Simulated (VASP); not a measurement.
Wanted: the native input for a VASP 6.6.1 run.

```
Task                   : relaxation of shape and atoms at fixed volume
Functional             : PBE
Potentials or basis    : VASP PAW PBE potentials, release 64 (Ba_sv, Li_sv, S)
Cutoff                 : 600 eV
k mesh                 : 6 × 6 × 4
Occupations            : gaussian, width 0.02 eV
Spin                   : no spin polarisation
Dipole correction      : no
Further INCAR settings : ALGO = Normal; EDIFF = 1e-07; IBRION = 2; EDIFFG = -0.01; NSW = 50; ISIF = 4
```

The structure of BaLi2S2 lies in POSCAR:

```
BaLi2S2
1.0
    4.3916358223      0.0000000000      0.0000000000
   -2.1958179111      3.8032681863      0.0000000000
    0.0000000000      0.0000000000      7.2477728440
Ba Li S
1 2 2
Direct
    0.0000000000      0.0000000000      0.0000000000
    0.6666666667      0.3333333333      0.6117039701
    0.3333333333      0.6666666667      0.3882960299
    0.6666666667      0.3333333333      0.2703098103
    0.3333333333      0.6666666667      0.7296901897
```

The input as run:

INCAR

```
SYSTEM = BaLi2S2
PREC     = Accurate       ! precision mode
ENCUT    = 600            ! plane-wave cutoff, eV
EDIFF    = 1E-7           ! SCF threshold, eV
ISMEAR   = 0              ! smearing method
SIGMA    = 0.02           ! smearing width, eV
LREAL    = .FALSE.        ! projectors in reciprocal space
LASPH    = .TRUE.         ! aspherical terms in the spheres
NELM     = 100            ! most SCF steps
ALGO     = Normal         ! electronic algorithm
ISIF     = 4              ! what is computed and relaxed
LWAVE    = .FALSE.        ! write WAVECAR
LCHARG   = .FALSE.        ! write CHGCAR
GGA      = PE             ! functional
IBRION   = 2              ! ionic algorithm
NSW      = 50             ! ionic steps
EDIFFG   = -0.01          ! ionic threshold
```

KPOINTS

```
Automatic mesh
0
G
  6 6 4
  0 0 0
```

Potentials or basis: VASP PAW PBE potentials, release 64 (Ba_sv, Li_sv, S).

Launch:

```sh
$ cat potpaw_PBE.64/Ba_sv/POTCAR potpaw_PBE.64/Li_sv/POTCAR potpaw_PBE.64/S/POTCAR > POTCAR
$ mpirun -np 1 vasp_std > vasp.out
```

Results of the run:

```yaml
Energy_gained_by_relaxing: 0.1 meV/atom
Ionic_steps: 6
Pressure_after_relaxing: -1.7 GPa
Band_gap_on_the_k_mesh: 2.80 eV (least direct gap 3.12 eV)
```

Caveat: the cutoff is under 1.25 times the usual one of these potentials, so pressure, stress and relaxed cells hold a basis-set (Pulay) error; spin-orbit coupling is left out, which moves the levels of the heavy elements.

It took 100 s on 1 thread of AMD EPYC 9R45 96-Core Processor (Zen 5), with other jobs on the host, peak memory 0.28 GiB.
